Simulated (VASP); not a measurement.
# Ir (P-1) in VASP: a series of runs

Ir is run at these levels: PBEsol; tasks: single point.

All numbers are computed with VASP 6.6.1; they aren't measurements. Logs are shortened: lines on timing, memory, paths and dates and some standing lists are left out, and cuts for length are marked.

**1. The cell of the first run**

The typed cell holds 2 atoms: a = 2.777 Å, b = 2.764 Å, c = 4.459 Å, α = 90.52°, β = 90.43°, γ = 120.09°.

**2. Single point, PBEsol**

File INCAR:

```
ALGO     = Normal         # electronic algorithm
EDIFF    = 1E-6           # SCF threshold, eV
ENCUT    = 500            # plane-wave cutoff, eV
GGA      = PS             # functional
GGA_COMPAT= F            
ISIF     = 2              # what is computed and relaxed
ISMEAR   = 1              # smearing method
LASPH    = T              # aspherical terms in the spheres
LCHARG   = F              # write CHGCAR
LREAL    = F              # projectors in reciprocal space
LWAVE    = F              # write WAVECAR
NBANDS   = 16             # bands
NELM     = 120            # most SCF steps
PREC     = Accurate       # precision mode
SIGMA    = 0.1            # smearing width, eV
```

File KPOINTS:

```
k-points
0
Gamma
  8 8 5
```

File POSCAR:

```
Ir
1.0
    2.7771900000      0.0015200000     -0.0104800000
   -1.3872800000      2.3908300000     -0.0125200000
   -0.0169900000     -0.0332500000      4.4593200000
Ir
2
Direct
    0.6806600000      0.3916000000      0.7404900000
    0.2907994583      0.6097456580      0.2056269075
```

Potentials or basis: VASP PAW PBE potentials, release 64 (Ir).

Started as:

```console
$ cat potpaw_PBE.64/Ir/POTCAR > POTCAR
$ mpirun -np 1 vasp_std > vasp.out
```

OUTCAR:

```text
EDIFF = 1E-6
   ENCUT = 500
   GGA = PS
   ISIF = 2
   ISMEAR = 1
   LASPH = T
   LREAL = F
   NELM = 120
   PREC = Accurate

 ion  position               nearest neighbor table
   1  0.681  0.392  0.740-   2 2.54   2 2.55   2 2.80   2 2.81   2 2.83   2 3.01
   2  0.291  0.610  0.206-   1 2.54   1 2.55   1 2.80   1 2.81   1 2.83   1 3.01

  LATTYP: Found a triclinic cell.
 ALAT       =     2.7668966968
 B/A-ratio  =     1.0037274586
 C/A-ratio  =     1.6117249080
 COS(alpha) =     0.0075873562
 COS(beta)  =     0.0166728312
 COS(gamma) =     0.5028362826

  Lattice vectors:

 A1 = (   1.3899100000,   2.3923500000,  -0.0230000000)
 A2 = (   2.7771900000,   0.0015200000,  -0.0104800000)
 A3 = (   0.0169900000,   0.0332500000,  -4.4593200000)

Analysis of symmetry for initial positions (statically):
=====================================================================
 Subroutine PRICEL returns:
 Original cell was already a primitive cell.

 Routine SETGRP: Setting up the symmetry group for a
 triclinic supercell.

 Subroutine GETGRP returns: Found  2 space group operations
 (whereof  1 operations were pure point group operations)
 out of a pool of  2 trial point group operations.

The static configuration has the point symmetry C_1 .
 The point group associated with its full space group is S_2 .

Analysis of symmetry for dynamics (positions and initial velocities):
=====================================================================
 Subroutine PRICEL returns:
 Original cell was already a primitive cell.

 Routine SETGRP: Setting up the symmetry group for a
 triclinic supercell.

 Subroutine GETGRP returns: Found  2 space group operations
 (whereof  1 operations were pure point group operations)
 out of a pool of  2 trial point group operations.

The dynamic configuration has the point symmetry C_1 .
 The point group associated with its full space group is S_2 .

 Subroutine INISYM returns: Found  2 space group operations
 (whereof  1 operations are pure point group operations),
 and found     1 'primitive' translations

----------------------------------------------------------------------------------------

                                     Primitive cell

  volume of cell :      29.6163

  direct lattice vectors                    reciprocal lattice vectors
     2.777190000  0.001520000 -0.010480000     0.359972916  0.208889758  0.002929039
    -1.387280000  2.390830000 -0.012520000    -0.000217100  0.418155137  0.003117060
    -0.016990000 -0.033250000  4.459320000     0.000845375  0.001664933  0.224265072

  length of vectors
     2.777210190  2.764194392  4.459476324     0.416201887  0.418166811  0.224272846

  position of ions in fractional coordinates (direct lattice)
     0.680660000  0.391600000  0.740490000
     0.290799458  0.609745658  0.205626907

  ion indices of the primitive-cell ions
   primitive index   ion index
                 1           1
                 2           2

----------------------------------------------------------------------------------------

 KPOINTS: k-points

Automatic generation of k-mesh.
 Grid dimensions read from file:
 generate k-points for:    8    8    5

 Generating k-lattice:

  Cartesian coordinates                     Fractional coordinates (reciprocal lattice)
     0.044996615  0.026111220  0.000366130     0.125000000 -0.000000000 -0.000000000
    -0.000027138  0.052269392  0.000389633     0.000000000  0.125000000 -0.000000000
     0.000169075  0.000332987  0.044853014     0.000000000  0.000000000  0.200000000

  Length of vectors
     0.052025236  0.052270851  0.044854569

  Shift w.r.t. Gamma in fractional coordinates (k-lattice)
     0.000000000  0.000000000  0.000000000

 Subroutine IBZKPT returns following result:
 ===========================================

 Found    162 irreducible k-points:

 Following reciprocal coordinates:
            Coordinates               Weight
  0.000000  0.000000  0.000000      1.000000
  0.125000 -0.000000  0.000000      2.000000
  0.250000 -0.000000  0.000000      2.000000
  0.375000  0.000000 -0.000000      2.000000
  0.500000 -0.000000  0.000000      1.000000
 -0.000000  0.125000  0.000000      2.000000
[... 16 lines left out ...]
  0.125000  0.375000  0.000000      2.000000
  0.250000  0.375000  0.000000      2.000000
 [... further k-points ...]
   k-points           NKPTS =    162   k-points in BZ     NKDIM =    162   number of bands    NBANDS=     16
   number of dos      NEDOS =    301   number of ions     NIONS =      2
   total plane-waves  NPLWV =  14400
   dimension x,y,z NGX =    20 NGY =   20 NGZ =   36
   dimension x,y,z NGXF=    40 NGYF=   40 NGZF=   72
   ions per type =               2
   NGX,Y,Z   is equivalent  to a cutoff of  11.97, 12.03, 13.42 a.u.
   NGXF,Y,Z  is equivalent  to a cutoff of  23.94, 24.06, 26.84 a.u.
 SYSTEM =  unknown system
   PREC   = accura    normal or accurate (medium, high low for compatibility)
   ISTART =      0    job   : 0-new  1-cont  2-samecut
   ICHARG =      2    charge: 1-file 2-atom 10-const
   ISPIN  =      1    spin polarized calculation?
   LNONCOLLINEAR =      F non collinear calculations
   LSORBIT =      F    spin-orbit coupling
   LASPH  =      T    aspherical Exc in radial PAW
   ENCUT  =  500.0 eV  36.75 Ry    6.06 a.u.   5.06  5.04  8.13*2*pi/ulx,y,z
   NELM   =    120;   NELMIN=  2; NELMDL= -5     # of ELM steps
   EDIFF  = 0.1E-05   stopping-criterion for ELM
   LREAL  =      F    real-space projection
   EDIFFG = 0.1E-04   stopping-criterion for IOM
   NSW    =      0    number of steps for IOM
   IBRION =     -1    ionic relax: 0-MD 1-quasi-New 2-CG
   NFREE  =      0    steps in history (QN), initial steepest desc. (CG)
   ISIF   =      2    stress and relaxation
   ISYM   =      2    0-nonsym 1-usesym 2-fastsym
   POTIM  = 0.5000    time-step for ionic-motion
   TEBEG  =    0.0;   TEEND  =   0.0 temperature during run
   PSTRESS=    0.0 pullay stress
   NELECT =      18.0000    total number of electrons
   NUPDOWN=      -1.0000    fix difference up-down
   EMIN   =  10.00;   EMAX   =-10.00  energy-range for DOS
   EFERMI =   0.00;   METHOD = LEGACY
   ISMEAR =     1;   SIGMA  =   0.10  broadening in eV -4-tet -1-fermi 0-gaus
   EFERMI_NEDOS =   21; number of points for ismear=-14 and -15
   IALGO  =     38    algorithm
   IMIX   =      4    mixing-type and parameters
     AMIX     =   0.40;   BMIX     =  1.00
     AMIX_MAG =   1.60;   BMIX_MAG =  1.00
  volume/ion in A,a.u.               =      14.81        99.93
  Fermi-wavevector in a.u.,A,eV,Ry     =   1.386720  2.620521 26.163904  1.922993
  Thomas-Fermi vector in A             =   2.511009
   LORBIT       =      0    0 simple, 1 ext, 2 COOP (PROOUT), +10 PAW based schemes
   GGA     = PS    functional components
   LHFCALC =     F    Hartree Fock is set to
   AEXX    =    0.0000 exact exchange contribution
   IVDW    =     0    specifies the selected vdW correction
   LEPSILON=     F    determine dielectric tensor
   LRPA    =     F    only Hartree local field effects (RPA)
 non-spin polarized calculation
 Methfessel and Paxton  Order N= 1 SIGMA  =   0.10
  energy-cutoff  :      500.00
  volume of cell :       29.62
 maximum number of plane-waves:       770
   NGX = 11   NGY = 11   NGZ = 17

 number of electron      17.9999999 magnetization

 Free energy of the ion-electron system (eV)
  ---------------------------------------------------
  ext. energy  EPLUGINS =         0.00000000
  ---------------------------------------------------
  free energy    TOTEN  =       -19.02309345 eV

  energy without entropy =      -19.02252367  energy(sigma->0) =      -19.02290352

 E-fermi :   9.5863     XC(G=0): -13.8115

 val. band max:        9.5837208586   @ k =   0.1250  -0.0000   0.2000
 cond. band min:       9.5870595060   @ k =  -0.3750  -0.3750   0.2000
 fundamental gap:      0.0033386474
 Fermi energy:         9.5862838788

 k-point     1 :       0.0000    0.0000    0.0000
  band No.  band energies     occupation
      1      -1.2421      2.00000
      2       1.7548      2.00000
      3       5.3672      2.00000
      4       5.6900      2.00000
      5       6.2027      2.00000
      6       6.2136      2.00000
[... 8 lines left out ...]
     15      26.1289      0.00000
     16      26.6215      0.00000

 k-point     2 :       0.1250   -0.0000    0.0000
  band No.  band energies     occupation
      1      -0.6691      2.00000
      2       2.2720      2.00000
      3       5.0464      2.00000
      4       5.6871      2.00000
      5       5.9951      2.00000
      6       6.5588      2.00000
[... 8 lines left out ...]
     15      26.6954      0.00000
     16      26.9786      0.00000

 k-point     3 :       0.2500   -0.0000    0.0000
  band No.  band energies     occupation
      1       0.8105      2.00000
      2       3.1588      2.00000
      3       4.5039      2.00000
      4       4.9485      2.00000
      5       5.5080      2.00000
      6       6.2410      2.00000
[... 8 lines left out ...]
     15      25.3382      0.00000
     16      25.6870      0.00000

 k-point     4 :       0.3750    0.0000   -0.0000
  band No.  band energies     occupation
      1       2.2201      2.00000
      2       2.8691      2.00000
      3       3.6853      2.00000
      4       5.2937      2.00000
      5       5.6738      2.00000
      6       6.1326      2.00000
[... 8 lines left out ...]
     15      22.6934      0.00000
     16      23.7055      0.00000

 k-point     5 :       0.5000   -0.0000    0.0000
  band No.  band energies     occupation
      1       2.5019      2.00000
      2       2.7034      2.00000
      3       3.3241      2.00000
      4       5.5380      2.00000
      5       5.9538      2.00000
      6       6.0670      2.00000
[... 8 lines left out ...]
     15      21.0948      0.00000
     16      21.4936      0.00000

 k-point     6 :      -0.0000    0.1250    0.0000
  band No.  band energies     occupation
      1      -0.6854      2.00000
      2       2.1646      2.00000
      3       5.1276      2.00000
      4       6.0508      2.00000
      5       6.0885      2.00000
      6       6.2139      2.00000
[... 8 lines left out ...]
     15      25.9827      0.00000
     16      26.8492      0.00000
[... 267 lines left out ...]
 k-point    21 :      -0.1250    0.2500    0.0000
  band No.  band energies     occupation
      1       0.3441      2.00000
      2       2.9167      2.00000
      3       4.4972      2.00000
      4       5.1709      2.00000
      5       5.5267      2.00000
      6       6.1456      2.00000
[... 8 lines left out ...]
     15      24.3580      0.00000
     16      26.8558      0.00000

 k-point    22 :      -0.0000    0.3750    0.0000
  band No.  band energies     occupation
      1       1.7277      2.00000
      2       2.4313      2.00000
      3       3.0725      2.00000
      4       5.3153      2.00000
      5       6.0485      2.00000
      6       6.8421      2.00000
[... 8 lines left out ...]
     15      22.0635      0.00000
     16      23.8597      0.00000

 k-point    23 :       0.1250    0.3750    0.0000
  band No.  band energies     occupation
      1       2.3307      2.00000
      2       2.6428      2.00000
      3       2.9095      2.00000
      4       5.0498      2.00000
      5       6.1597      2.00000
      6       7.0287      2.00000
[... 8 lines left out ...]
     15      18.9788      0.00000
     16      23.1857      0.00000

 k-point    24 :       0.2500    0.3750    0.0000
  band No.  band energies     occupation
      1       2.9603      2.00000
      2       3.3376      2.00000
      3       3.6226      2.00000
      4       4.7949      2.00000
      5       5.4936      2.00000
      6       6.5534      2.00000
[... 8 lines left out ...]
     15      21.1976      0.00000
     16      22.9899      0.00000

 [... further k-points ...]

------------------------ aborting loop because EDIFF is reached ----------------------------------------

  FORCE on cell =-STRESS in cart. coord.  units (eV):
  Direction    XX          YY          ZZ          XY          YZ          ZX
  --------------------------------------------------------------------------------------
  -------------------------------------------------------------------------------------
  Total       -2.5396563     -1.9607802      0.2380149      0.0220730      1.1595683      0.1266701
  in kB     -137.3899543   -106.0740011     12.8760975      1.1941001     62.7301561      6.8525808
  external PRESSURE =     -76.8626193 kB  Pullay stress =       0.0000000 kB

 VOLUME and BASIS-vectors are now :
 -----------------------------------------------------------------------------
  energy-cutoff  :      500.00
  volume of cell :       29.62
      direct lattice vectors                 reciprocal lattice vectors
     2.777190000  0.001520000 -0.010480000     0.359972916  0.208889758  0.002929039
    -1.387280000  2.390830000 -0.012520000    -0.000217100  0.418155137  0.003117060
    -0.016990000 -0.033250000  4.459320000     0.000845375  0.001664933  0.224265072

 POSITION                                       TOTAL-FORCE (eV/Angst)
 -----------------------------------------------------------------------------------
      1.33448      0.91266      3.29005        -0.044595     -1.161454     -2.021409
     -0.04178      1.45140      0.90627         0.044595      1.161454      2.021409
 -----------------------------------------------------------------------------------
    total drift:                               -0.000000      0.000001      0.000000

  FREE ENERGIE OF THE ION-ELECTRON SYSTEM (eV)
  ---------------------------------------------------
  free  energy   TOTEN  =       -19.0230934458 eV

  energy  without entropy=      -19.0225236712  energy(sigma->0) =      -19.02290352
```

It took 89 s on 1 thread of Intel Xeon 8259CL, shared host; peak memory 0.19 GiB.

Results:

| Property | Result |
| --- | --- |
| Free energy | -19.0231 eV |
| Pressure | -7.7 GPa |
| Largest force | 2.332 eV/Å |
| Band gap on the k mesh | zero (bands 9 and 10 overlap by 2.58 eV) |

Forces in eV/Å, atoms in the order of the input:
```
Ir  -0.045 -1.161 -2.021
Ir   0.045  1.161  2.021
```

Levels at points of the mesh, in eV from the Fermi level:
| k point | band 6 | band 7 | band 8 | band 9 | band 10 | band 11 | band 12 | band 13 |
| --- | --- | --- | --- | --- | --- | --- | --- | --- |
| (0.00, 0.00, 0.00) | -3.37 | -2.79 | -2.55 | -1.19 | -0.60 | -0.53 | 1.17 | 6.59 |
| (0.50, 0.00, 0.00) | -3.52 | -2.90 | 0.45 | 0.50 | 1.07 | 3.07 | 3.78 | 8.00 |
| (0.00, 0.50, 0.00) | -2.46 | -2.06 | 0.69 | 0.91 | 1.27 | 2.11 | 4.80 | 6.90 |
| (0.50, 0.50, 0.00) | -3.58 | -2.85 | 0.45 | 0.51 | 1.07 | 3.08 | 3.80 | 8.16 |

Caveat: the cell stands under tension; the PAW data sets were made with another functional, which shifts forces and pressure a little; spin-orbit coupling is left out, which moves the levels of the heavy elements.

(Continued in part 2 of 2.)
